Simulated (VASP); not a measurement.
# MgCd2Se3 (P3m1) in VASP: a series of runs, part 2 of 2

VASP 6.6.1. Earlier steps stand in the parts before.

### Step 5. Relaxation of cell and atoms, PBE

INCAR reads:

```
PREC = Accurate
ENCUT = 600
EDIFF = 1E-6
ISMEAR = 0
SIGMA = 0.1
LREAL = F
LASPH = T
NELM = 100
ALGO = Normal
ISIF = 3
LWAVE = F
LCHARG = F
GGA = PE
IBRION = 2
NSW = 90
EDIFFG = -0.04
```

KPOINTS reads:

```
regular mesh
0
Gamma
  6 6 2
```

POSCAR reads:

```
MgCd2Se3
1.0
    4.1330215600      0.0000000000      0.0000000000
   -2.0665107800      3.5793016600      0.0000000000
    0.0000000000      0.0000000000     10.1237939100
Mg Cd Se
1 2 3
Direct
    0.6666666700      0.3333333300      0.3333333300
    0.0000000000      0.0000000000      0.0000000000
    0.3333333300      0.6666666700      0.6666666700
    0.3333333300      0.6666666700      0.9166666700
    0.6666666700      0.3333333300      0.5833333300
    0.0000000000      0.0000000000      0.2500000000
```

The run is started by

```sh
cat potpaw_PBE.64/Mg/POTCAR potpaw_PBE.64/Cd/POTCAR potpaw_PBE.64/Se/POTCAR > POTCAR
mpirun -np 1 vasp_std > vasp.out
```

Wall time 10 min (1 thread of Intel Xeon Platinum 8488C (Sapphire Rapids), shared host); peak memory 0.37 GiB.

Results (log left out):

* Free energy: -18.4856 eV
* Relaxed volume: 28.84 Å³/atom
* Relaxed cell: a = 4.339 Å, b = 4.339 Å, c = 10.615 Å, α = 90.00°, β = 90.00°, γ = 120.00°
* Space group after relaxing (to 0.05 Å): P3m1 (No. 156)
* Energy gained by relaxing: 110.3 meV/atom
* Ionic steps: 9
* Pressure after relaxing: 0.0 GPa
* Largest force after relaxing: 0.026 eV/Å
* Band gap on the k mesh: 0.95 eV, direct

Forces on the atoms (eV/Å):
```
Mg   0.000  0.000  0.007
Cd   0.000  0.000  0.026
Cd   0.000  0.000  0.005
Se   0.000  0.000 -0.018
Se   0.000  0.000 -0.008
Se   0.000  0.000 -0.013
```

Stress tensor (GPa, compression positive):
```
 0.09  0.00  0.00
 0.00  0.09  0.00
 0.00  0.00 -0.04
```

Step by step:
```csv
step,energy change (eV),largest force (eV/Å),pressure (GPa),volume (Å³)
1,0.0000,0.7947,9.48,149.76
2,-0.5677,0.1404,-2.32,184.13
3,-0.6434,0.2508,-0.03,173.83
4,-0.6434,0.2434,-0.16,174.33
5,-0.6496,0.1792,-0.13,174.12
6,-0.6590,0.1384,-0.03,173.48
7,-0.6593,0.1394,-0.01,173.36
8,-0.6618,0.0620,0.03,173.15
9,-0.6620,0.0264,0.05,173.06
```

Final structure:
```
Mg Cd Se
1.0
     4.33894    0.00000    0.00000
    -2.16947    3.75764    0.00000
     0.00000    0.00000   10.61455
Mg Cd Se
1 2 3
Direct
  0.66667 0.33333 0.33097
  0.00000 0.00000 0.00450
  0.33333 0.66667 0.66390
  0.33333 0.66667 0.91671
  0.66667 0.33333 0.57579
  0.00000 0.00000 0.25813
```

Levels at points of the mesh, in eV from the valence-band top:
```csv
k point,band 18,band 19,band 20,band 21,band 22,band 23,band 24,band 25,band 26
"(0.00, 0.00, 0.00)",-0.38,-0.38,-0.12,0.00,0.00,0.95,2.56,3.16,6.05
"(0.50, 0.00, 0.00)",-1.63,-1.48,-1.33,-1.03,-0.84,3.14,3.42,3.60,4.19
"(0.00, 0.00, 0.50)",-0.94,-0.32,-0.32,-0.06,-0.06,1.97,2.23,3.08,5.67
"(0.50, 0.00, 0.50)",-1.83,-1.52,-1.32,-0.70,-0.66,2.64,3.63,3.78,4.42
```

Caveat: the volume moved by over 15 % at a fixed basis, so the end points are rough. As with any semilocal functional, this PBE gap is likely too small.

### Step 6. Relaxation of cell and atoms, PBE

This run uses another cell than the first one, of 28.83 Å³/atom, 1.155 times its volume.

INCAR reads:

```
  PREC = Accurate
  ENCUT = 600
  EDIFF = 1E-6
  ISMEAR = 0
  SIGMA = 0.02
  LREAL = F
  LASPH = T
  NELM = 60
  ALGO = Normal
  ISIF = 3
  LWAVE = F
  LCHARG = F
  GGA = PE
  IBRION = 2
  NSW = 100
  EDIFFG = -0.01
```

KPOINTS reads:

```
regular mesh
0
Gamma
  6 6 4
```

POSCAR reads:

```
MgCd2Se3
1.0
    4.3422178404      0.0000000000      0.0000000000
   -2.1711089202      3.7604709585      0.0000000000
    0.0000000000      0.0000000000     10.5942141802
Mg Cd Se
1 2 3
Direct
    0.6666666667      0.3333333333      0.3314717802
    0.0000000000      0.0000000000      0.0037670140
    0.3333333333      0.6666666667      0.6638837147
    0.3333333333      0.6666666667      0.9166910379
    0.6666666667      0.3333333333      0.5768210355
    0.0000000000      0.0000000000      0.2573654177
```

Potentials or basis: VASP PAW PBE potentials, release 64 (Mg, Cd, Se).

The run is started by

```sh
cat potpaw_PBE.64/Mg/POTCAR potpaw_PBE.64/Cd/POTCAR potpaw_PBE.64/Se/POTCAR > POTCAR
mpirun -np 1 vasp_std > vasp.out
```

Wall time 9.2 min (1 thread of Intel Xeon Platinum 8488C (Sapphire Rapids), shared host); peak memory 0.44 GiB.

Results (log left out):

- Free energy: -18.4911 eV
- Relaxed volume: 28.87 Å³/atom
- Relaxed cell: a = 4.342 Å, b = 4.342 Å, c = 10.609 Å, α = 90.00°, β = 90.00°, γ = 120.00°
- Space group after relaxing (to 0.05 Å): P3m1 (No. 156)
- Energy gained by relaxing: 0.1 meV/atom
- Ionic steps: 7
- Pressure after relaxing: 0.0 GPa
- Largest force after relaxing: 0.004 eV/Å
- Band gap on the k mesh: 0.95 eV, direct

Forces on the atoms (eV/Å):
```
Mg   0.000  0.000  0.000
Cd   0.000  0.000  0.002
Cd   0.000  0.000 -0.004
Se   0.000  0.000  0.002
Se   0.000  0.000  0.002
Se   0.000  0.000 -0.002
```

The path:
```csv
step,energy change (eV),largest force (eV/Å),pressure (GPa),volume (Å³)
1,0.0000,0.0518,0.07,172.99
2,-0.0003,0.0372,-0.02,173.31
3,-0.0004,0.0292,-0.08,173.51
4,-0.0006,0.0260,-0.03,173.32
5,-0.0007,0.0223,0.02,173.13
6,-0.0008,0.0103,0.00,173.19
7,-0.0008,0.0036,-0.01,173.23
```

Final structure:
```
CELL_PARAMETERS angstrom
4.34211 0.00000 0.00000
-2.17106 3.76038 0.00000
0.00000 0.00000 10.60920
ATOMIC_POSITIONS crystal
Mg 0.66667 0.33333 0.33097
Cd 0.00000 0.00000 0.00478
Cd 0.33333 0.66667 0.66381
Se 0.33333 0.66667 0.91657
Se 0.66667 0.33333 0.57569
Se 0.00000 0.00000 0.25818
```

Levels at points of the mesh, in eV from the valence-band top:
| k point | band 18 | band 19 | band 20 | band 21 | band 22 | band 23 | band 24 | band 25 | band 26 |
| --- | --- | --- | --- | --- | --- | --- | --- | --- | --- |
| (0.00, 0.00, 0.00) | -0.38 | -0.38 | -0.12 | 0.00 | 0.00 | 0.95 | 2.55 | 3.15 | 6.06 |
| (0.50, 0.00, 0.00) | -1.62 | -1.48 | -1.33 | -1.03 | -0.84 | 3.14 | 3.42 | 3.60 | 4.19 |
| (0.00, 0.00, 0.50) | -0.94 | -0.32 | -0.32 | -0.06 | -0.06 | 1.97 | 2.23 | 3.07 | 5.67 |
| (0.50, 0.00, 0.50) | -1.83 | -1.53 | -1.32 | -0.70 | -0.66 | 2.64 | 3.63 | 3.78 | 4.42 |

### Step 7. Overview

| task | cell | k mesh | cutoff (eV) | smearing | gap on the mesh (eV) | pressure (GPa) | relaxed volume (Å³/atom) | largest force (eV/Å) |
| --- | --- | --- | --- | --- | --- | --- | --- | --- |
| single point | a = 4.133, b = 4.133, c = 10.124 Å, angles 90.0, 90.0, 120.0°, 6 atoms | 6 × 6 × 2 | 520 | gaussian 0.1 eV | 1.31 | 9.5 | - | 0.79 |
| single point | a = 4.342, b = 4.342, c = 10.594 Å, angles 90.0, 90.0, 120.0°, 6 atoms | 6 × 6 × 2 | 520 | gaussian 0.1 eV | 0.96 | 0.1 | - | 0.05 |
| single point | a = 4.338, b = 4.338, c = 10.596 Å, angles 90.0, 90.0, 120.0°, 6 atoms | 6 × 6 × 4 | 520 | gaussian 0.02 eV | 0.96 | 0.2 | - | 0.03 |
| relaxation of cell and atoms | relaxed from a = 4.133, b = 4.133, c = 10.124 Å, angles 90.0, 90.0, 120.0°, 6 atoms | 6 × 6 × 2 | 600 | gaussian 0.1 eV | 0.95 | 0.0 | 28.84 | 0.03 |
| relaxation of cell and atoms | relaxed from a = 4.342, b = 4.342, c = 10.594 Å, angles 90.0, 90.0, 120.0°, 6 atoms | 6 × 6 × 4 | 600 | gaussian 0.02 eV | 0.95 | 0.0 | 28.87 | - |

Alike in all rows: level PBE; potentials or basis VASP PAW PBE potentials, release 64 (Mg, Cd, Se); no spin polarisation.

Caveats: the volume moved by over 15 % at a fixed basis, so the end points are rough (some runs).

Total energies depend on the potentials used, so only differences within one code and one set of settings carry meaning.
